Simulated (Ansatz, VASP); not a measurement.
# One calculation of Si3Ru, two programs

```
Si Ru
1.0
     0.00000    3.01013    3.01013
     3.01013    0.00000    3.01013
     3.01013    3.01013    0.00000
Si Ru
3 1
Direct
  0.25000 0.25000 0.25000
  0.75000 0.75000 0.75000
  0.50000 0.50000 0.50000
  0.00000 0.00000 0.00000
```

Change from the starting cell: species swapped into the Mn3Re type (Fm-3m, No. 225).

Alike in both runs: functional PBE; k mesh 14 × 14 × 14; occupations gaussian, width 0.1 eV; no spin polarisation.

Ansatz relaxed the structure, and its values are those at the end. VASP's run is a single point on that final structure, the one shown.

|  | VASP | Ansatz |
| --- | --- | --- |
| version | VASP 6.6.1 | Ansatz 0.2.0 |
| potentials or method | VASP PAW PBE potentials, release 64 (Si, Ru_pv), cutoff 520 eV | scalar-relativistic, plane waves, PAW |
| valence electrons in the cell | 26 | 28 |

```tsv
	VASP	Ansatz	Ansatz less VASP
gap on the k mesh at the Fermi level (eV)	none	none	-
pressure (GPa)	-0.1	0.0	+0.05
```

A gap of «none» marks a metal or a gap that the smearing closes. VASP's potentials hold 26 valence electrons a cell and Ansatz's 28, so a difference there can come from the potentials and not from the codes.
